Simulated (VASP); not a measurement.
# Zn (P6_3/mmc) in VASP: single point with r2SCAN

Aim: the single point of Zn with r2SCAN.

Program: VASP 6.6.1. These are calculated values, not measurements. Logs are shortened: lines on timing, memory, paths and dates and some standing lists are left out, and cuts for length are marked.

**1. The cell of the first run**

It takes space group P6_3/mmc (No. 194, hexagonal). Conventional cell: a = 2.586 Å, b = 2.586 Å, c = 5.064 Å, α = 90.00°, β = 90.00°, γ = 120.00°. Zn (site symmetry -6m2) has 12 Zn at 2.59 to 2.94 Å within 3.4 Å.

**2. Single point, r2SCAN**

POSCAR

```
Zn
1.0
    2.5862917352      0.0000000000      0.0000000000
   -1.2931458676      2.2397943443      0.0000000000
    0.0000000000      0.0000000000      5.0637173418
Zn
2
Direct
    0.3333333333      0.6666666667      0.2500000000
    0.6666666667      0.3333333333      0.7500000000
```

INCAR.step1

```
ALGO = Normal
EDIFF = 1E-4
ENCUT = 520
GGA = PE
ISMEAR = -1
LASPH = True
LCHARG = False
LREAL = False
LWAVE = True
NBANDS = 19
NELM = 100
PREC = Accurate
SIGMA = 0.1
```

INCAR.step2

```
ALGO = Normal
EDIFF = 1E-6
ENCUT = 520
ISIF = 2
ISMEAR = -1
ISTART = 1
LASPH = True
LCHARG = False
LMIXTAU = True
LREAL = False
LWAVE = False
METAGGA = R2SCAN
NBANDS = 19
NELM = 100
PREC = Accurate
SIGMA = 0.1
```

KPOINTS

```
k-points
0
Gamma
  20 20 10
```

Potentials or basis: VASP PAW PBE potentials, release 64 (Zn).

Launch:

```sh
> cat potpaw_PBE.64/Zn/POTCAR > POTCAR
> cp INCAR.step1 INCAR
> mpirun -np 1 vasp_std > vasp.out
> cp INCAR.step2 INCAR
> mpirun -np 1 vasp_std > vasp.out
```

OUTCAR:

```text
EDIFF = 1E-6
   ENCUT = 520
   ISIF = 2
   ISMEAR = -1
   ISTART = 1
   LASPH = True
   LREAL = False
   METAGGA = R2SCAN
   NELM = 100
   PREC = Accurate

 ion  position               nearest neighbor table
   1  0.333  0.667  0.250-   2 2.94   2 2.94   2 2.94   2 2.94   2 2.94   2 2.94
   2  0.667  0.333  0.750-   1 2.94   1 2.94   1 2.94   1 2.94   1 2.94   1 2.94

  LATTYP: Found a hexagonal cell.
 ALAT       =     2.5862917352
 C/A-ratio  =     1.9579064778

  Lattice vectors:

 A1 = (   2.5862917352,   0.0000000000,   0.0000000000)
 A2 = (  -1.2931458676,   2.2397943443,   0.0000000000)
 A3 = (   0.0000000000,   0.0000000000,   5.0637173418)

Analysis of symmetry for initial positions (statically):
=====================================================================
 Subroutine PRICEL returns:
 Original cell was already a primitive cell.

 Routine SETGRP: Setting up the symmetry group for a
 hexagonal supercell.

 Subroutine GETGRP returns: Found 24 space group operations
 (whereof 12 operations were pure point group operations)
 out of a pool of 24 trial point group operations.

The static configuration has the point symmetry D_3d.
 The point group associated with its full space group is D_6h.

Analysis of symmetry for dynamics (positions and initial velocities):
=====================================================================
 Subroutine PRICEL returns:
 Original cell was already a primitive cell.

 Routine SETGRP: Setting up the symmetry group for a
 hexagonal supercell.

 Subroutine GETGRP returns: Found 24 space group operations
 (whereof 12 operations were pure point group operations)
 out of a pool of 24 trial point group operations.

The dynamic configuration has the point symmetry D_3d.
 The point group associated with its full space group is D_6h.

 Subroutine INISYM returns: Found 24 space group operations
 (whereof 12 operations are pure point group operations),
 and found     1 'primitive' translations

----------------------------------------------------------------------------------------

                                     Primitive cell

  volume of cell :      29.3329

  direct lattice vectors                    reciprocal lattice vectors
     2.586291735  0.000000000  0.000000000     0.386653983  0.223234781  0.000000000
    -1.293145868  2.239794344  0.000000000     0.000000000  0.446469562  0.000000000
     0.000000000  0.000000000  5.063717342     0.000000000  0.000000000  0.197483377

  length of vectors
     2.586291735  2.586291735  5.063717342     0.446469562  0.446469562  0.197483377

  position of ions in fractional coordinates (direct lattice)
     0.333333333  0.666666667  0.250000000
     0.666666667  0.333333333  0.750000000

  ion indices of the primitive-cell ions
   primitive index   ion index
                 1           1
                 2           2

----------------------------------------------------------------------------------------

 KPOINTS: k-points

Automatic generation of k-mesh.
 Grid dimensions read from file:
 generate k-points for:   20   20   10

 Generating k-lattice:

  Cartesian coordinates                     Fractional coordinates (reciprocal lattice)
     0.019332699  0.011161739  0.000000000     0.050000000  0.000000000  0.000000000
     0.000000000  0.022323478  0.000000000     0.000000000  0.050000000  0.000000000
     0.000000000  0.000000000  0.019748338     0.000000000  0.000000000  0.100000000

  Length of vectors
     0.022323478  0.022323478  0.019748338

  Shift w.r.t. Gamma in fractional coordinates (k-lattice)
     0.000000000  0.000000000  0.000000000

 Subroutine IBZKPT returns following result:
 ===========================================

 Found    264 irreducible k-points:

 Following reciprocal coordinates:
            Coordinates               Weight
  0.000000  0.000000  0.000000      1.000000
  0.050000 -0.000000  0.000000      6.000000
  0.100000 -0.000000  0.000000      6.000000
  0.150000 -0.000000  0.000000      6.000000
  0.200000 -0.000000  0.000000      6.000000
  0.250000  0.000000  0.000000      6.000000
[... 16 lines left out ...]
  0.200000  0.100000  0.000000     12.000000
  0.250000  0.100000  0.000000     12.000000
 [... further k-points ...]
   k-points           NKPTS =    264   k-points in BZ     NKDIM =    264   number of bands    NBANDS=     19
   number of dos      NEDOS =    301   number of ions     NIONS =      2
   total plane-waves  NPLWV =  16000
   dimension x,y,z NGX =    20 NGY =   20 NGZ =   40
   dimension x,y,z NGXF=    40 NGYF=   40 NGZF=   80
   ions per type =               2
   NGX,Y,Z   is equivalent  to a cutoff of  12.86, 12.86, 13.13 a.u.
   NGXF,Y,Z  is equivalent  to a cutoff of  25.71, 25.71, 26.26 a.u.
 SYSTEM =  unknown system
   PREC   = accura    normal or accurate (medium, high low for compatibility)
   ISTART =      1    job   : 0-new  1-cont  2-samecut
   ICHARG =      0    charge: 1-file 2-atom 10-const
   ISPIN  =      1    spin polarized calculation?
   LNONCOLLINEAR =      F non collinear calculations
   LSORBIT =      F    spin-orbit coupling
   LASPH  =      T    aspherical Exc in radial PAW
   ENCUT  =  520.0 eV  38.22 Ry    6.18 a.u.   4.81  4.81  9.42*2*pi/ulx,y,z
   NELM   =    100;   NELMIN=  2; NELMDL=  0     # of ELM steps
   EDIFF  = 0.1E-05   stopping-criterion for ELM
   LREAL  =      F    real-space projection
   EDIFFG = 0.1E-04   stopping-criterion for IOM
   NSW    =      0    number of steps for IOM
   IBRION =     -1    ionic relax: 0-MD 1-quasi-New 2-CG
   NFREE  =      0    steps in history (QN), initial steepest desc. (CG)
   ISIF   =      2    stress and relaxation
   ISYM   =      2    0-nonsym 1-usesym 2-fastsym
   POTIM  = 0.5000    time-step for ionic-motion
   TEBEG  =    0.0;   TEEND  =   0.0 temperature during run
   PSTRESS=    0.0 pullay stress
   NELECT =      24.0000    total number of electrons
   NUPDOWN=      -1.0000    fix difference up-down
   EMIN   =  10.00;   EMAX   =-10.00  energy-range for DOS
   EFERMI =   0.00;   METHOD = LEGACY
   ISMEAR =    -1;   SIGMA  =   0.10  broadening in eV -4-tet -1-fermi 0-gaus
   EFERMI_NEDOS =   21; number of points for ismear=-14 and -15
   IALGO  =     38    algorithm
   IMIX   =      4    mixing-type and parameters
     AMIX     =   0.40;   BMIX     =  1.00
     AMIX_MAG =   1.60;   BMIX_MAG =  1.00
  volume/ion in A,a.u.               =      14.67        98.97
  Fermi-wavevector in a.u.,A,eV,Ry     =   1.531182  2.893515 31.899117  2.344519
  Thomas-Fermi vector in A             =   2.638562
   LORBIT       =      0    0 simple, 1 ext, 2 COOP (PROOUT), +10 PAW based schemes
   METAGGA = R2SCAN    functional components
   LHFCALC =     F    Hartree Fock is set to
   AEXX    =    0.0000 exact exchange contribution
   IVDW    =     0    specifies the selected vdW correction
   LEPSILON=     F    determine dielectric tensor
   LRPA    =     F    only Hartree local field effects (RPA)
 non-spin polarized calculation
  energy-cutoff  :      520.00
  volume of cell :       29.33
 maximum number of plane-waves:       807
 NGX is ok and might be reduce to    20
   NGX =  9   NGY =  9   NGZ = 19

 number of electron      24.0000013 magnetization

 Free energy of the ion-electron system (eV)
  ---------------------------------------------------
  ext. energy  EPLUGINS =         0.00000000
  ---------------------------------------------------
  free energy    TOTEN  =       -17.80159754 eV

  energy without entropy =      -17.78939823  energy(sigma->0) =      -17.79549789

 E-fermi :   3.2009     XC(G=0): -12.8183

 val. band max:        3.1842593517   @ k =   0.2500   0.0500   0.1000
 cond. band min:       3.2078021228   @ k =   0.3500   0.1000   0.0000
 fundamental gap:      0.0235427710
 Fermi energy:         3.2008556912

 k-point     1 :       0.0000    0.0000    0.0000
  band No.  band energies     occupation
      1      -7.9392      2.00000
      2      -6.0525      2.00000
      3      -5.2026      2.00000
      4      -4.8838      2.00000
      5      -4.8836      2.00000
      6      -4.8417      2.00000
[... 11 lines left out ...]
     18      24.4610      0.00000
     19      24.8486      0.00000

 k-point     2 :       0.0500   -0.0000    0.0000
  band No.  band energies     occupation
      1      -7.8560      2.00000
      2      -6.0110      2.00000
      3      -5.1916      2.00000
      4      -4.8947      2.00000
      5      -4.8631      2.00000
      6      -4.8524      2.00000
[... 11 lines left out ...]
     18      23.5860      0.00000
     19      25.8107      0.00000

 k-point     3 :       0.1000   -0.0000    0.0000
  band No.  band energies     occupation
      1      -7.6087      2.00000
      2      -5.8948      2.00000
      3      -5.1622      2.00000
      4      -4.9233      2.00000
      5      -4.8789      2.00000
      6      -4.8029      2.00000
[... 11 lines left out ...]
     18      22.6704      0.00000
     19      24.6121      0.00000

 k-point     4 :       0.1500   -0.0000    0.0000
  band No.  band energies     occupation
      1      -7.2071      2.00000
      2      -5.7320      2.00000
      3      -5.1272      2.00000
      4      -4.9596      2.00000
      5      -4.8917      2.00000
      6      -4.7077      2.00000
[... 11 lines left out ...]
     18      21.4248      0.00000
     19      22.8132      0.00000

 k-point     5 :       0.2000   -0.0000    0.0000
  band No.  band energies     occupation
      1      -6.6795      2.00000
      2      -5.5815      2.00000
      3      -5.0931      2.00000
      4      -4.9858      2.00000
      5      -4.8559      2.00000
      6      -4.8336      2.00000
[... 11 lines left out ...]
     18      20.4784      0.00000
     19      20.5915      0.00000

 k-point     6 :       0.2500    0.0000    0.0000
  band No.  band energies     occupation
      1      -6.1221      2.00000
      2      -5.5210      2.00000
      3      -5.0306      2.00000
      4      -5.0302      2.00000
      5      -4.9283      2.00000
      6      -4.6753      2.00000
[... 11 lines left out ...]
     18      19.1468      0.00000
     19      20.2985      0.00000

 k-point     7 :       0.3000   -0.0000    0.0000
  band No.  band energies     occupation
      1      -5.7746      2.00000
      2      -5.5464      2.00000
      3      -5.1766      2.00000
      4      -4.9340      2.00000
      5      -4.7645      2.00000
      6      -4.7454      2.00000
[... 11 lines left out ...]
     18      19.7598      0.00000
     19      19.9737      0.00000

 k-point     8 :       0.3500   -0.0000    0.0000
  band No.  band energies     occupation
      1      -5.6994      2.00000
      2      -5.5964      2.00000
      3      -5.2896      2.00000
      4      -4.8443      2.00000
      5      -4.8346      2.00000
      6      -4.6040      2.00000
[... 256 lines left out ...]
 k-point    20 :       0.4500    0.0500    0.0000
  band No.  band energies     occupation
      1      -5.7345      2.00000
      2      -5.6508      2.00000
      3      -5.4190      2.00000
      4      -4.9549      2.00000
      5      -4.6932      2.00000
      6      -4.6604      2.00000
[... 11 lines left out ...]
     18      19.4176      0.00000
     19      20.3537      0.00000

 k-point    21 :       0.1000    0.1000    0.0000
  band No.  band energies     occupation
      1      -6.9708      2.00000
      2      -5.6383      2.00000
      3      -5.1196      2.00000
      4      -4.9649      2.00000
      5      -4.9540      2.00000
      6      -4.7386      2.00000
[... 11 lines left out ...]
     18      21.7262      0.00000
     19      22.7837      0.00000

 k-point    22 :       0.1500    0.1000    0.0000
  band No.  band energies     occupation
      1      -6.4534      2.00000
      2      -5.4831      2.00000
      3      -5.1257      2.00000
      4      -5.0048      2.00000
      5      -4.9192      2.00000
      6      -4.9018      2.00000
[... 11 lines left out ...]
     18      20.3360      0.00000
     19      20.6696      0.00000

 k-point    23 :       0.2000    0.1000    0.0000
  band No.  band energies     occupation
      1      -5.9078      2.00000
      2      -5.4132      2.00000
      3      -5.0771      2.00000
      4      -5.0525      2.00000
      5      -5.0069      2.00000
      6      -4.8136      2.00000
[... 11 lines left out ...]
     18      19.3395      0.00000
     19      19.6475      0.00000

 k-point    24 :       0.2500    0.1000    0.0000
  band No.  band energies     occupation
      1      -5.5942      2.00000
      2      -5.4437      2.00000
      3      -5.1790      2.00000
      4      -4.9405      2.00000
      5      -4.8744      2.00000
      6      -4.7974      2.00000
[... 11 lines left out ...]
     18      19.0136      0.00000
     19      19.7673      0.00000

 [... further k-points ...]

------------------------ aborting loop because EDIFF is reached ----------------------------------------

  FORCE on cell =-STRESS in cart. coord.  units (eV):
  Direction    XX          YY          ZZ          XY          YZ          ZX
  --------------------------------------------------------------------------------------
  -------------------------------------------------------------------------------------
  Total        0.1128203      0.1128203      0.0573158      0.0000000     -0.0000000     -0.0000000
  in kB        6.1622999      6.1622999      3.1306139      0.0000000     -0.0000000     -0.0000000
  external PRESSURE =       5.1517379 kB  Pullay stress =       0.0000000 kB

 VOLUME and BASIS-vectors are now :
 -----------------------------------------------------------------------------
  energy-cutoff  :      520.00
  volume of cell :       29.33
      direct lattice vectors                 reciprocal lattice vectors
     2.586291735  0.000000000  0.000000000     0.386653983  0.223234781  0.000000000
    -1.293145868  2.239794344  0.000000000     0.000000000  0.446469562  0.000000000
     0.000000000  0.000000000  5.063717342     0.000000000  0.000000000  0.197483377

 POSITION                                       TOTAL-FORCE (eV/Angst)
 -----------------------------------------------------------------------------------
     -0.00000      1.49320      1.26593         0.000000      0.000000      0.000000
      1.29315      0.74660      3.79779        -0.000000     -0.000000      0.000000
 -----------------------------------------------------------------------------------
    total drift:                               -0.000000      0.000000      0.000000

  FREE ENERGIE OF THE ION-ELECTRON SYSTEM (eV)
  ---------------------------------------------------
  free  energy   TOTEN  =       -17.8015975433 eV

  energy  without entropy=      -17.7893982286  energy(sigma->0) =      -17.79549789
```

Wall time 6.2 min (1 thread of AMD EPYC 7R13 (Zen 3), shared host); peak memory 0.21 GiB.

Results:

```yaml
Free_energy: -17.8016 eV
Pressure: 0.5 GPa
Band_gap_on_the_k_mesh: zero (bands 12 and 13 overlap by 5.22 eV)
```

Levels at points of the mesh, in eV from the Fermi level:
| k point | band 9 | band 10 | band 11 | band 12 | band 13 | band 14 | band 15 | band 16 |
| --- | --- | --- | --- | --- | --- | --- | --- | --- |
| (0.00, 0.00, 0.00) | -7.60 | -7.43 | -7.43 | -4.15 | -3.70 | 12.87 | 16.83 | 20.18 |
| (0.50, 0.00, 0.00) | -7.18 | -7.17 | -2.90 | -1.96 | 2.61 | 3.90 | 4.42 | 6.05 |
| (0.00, 0.00, 0.50) | -7.51 | -7.51 | -7.51 | -7.51 | 3.95 | 3.95 | 21.50 | 21.50 |
| (0.50, 0.00, 0.50) | -7.17 | -7.17 | -1.99 | -1.99 | 0.60 | 0.60 | 10.35 | 10.35 |

Caveat: the PAW data sets were made with another functional, which shifts forces and pressure a little.

The gap in the log of VASP goes by the Fermi energy; the results here count the filled bands.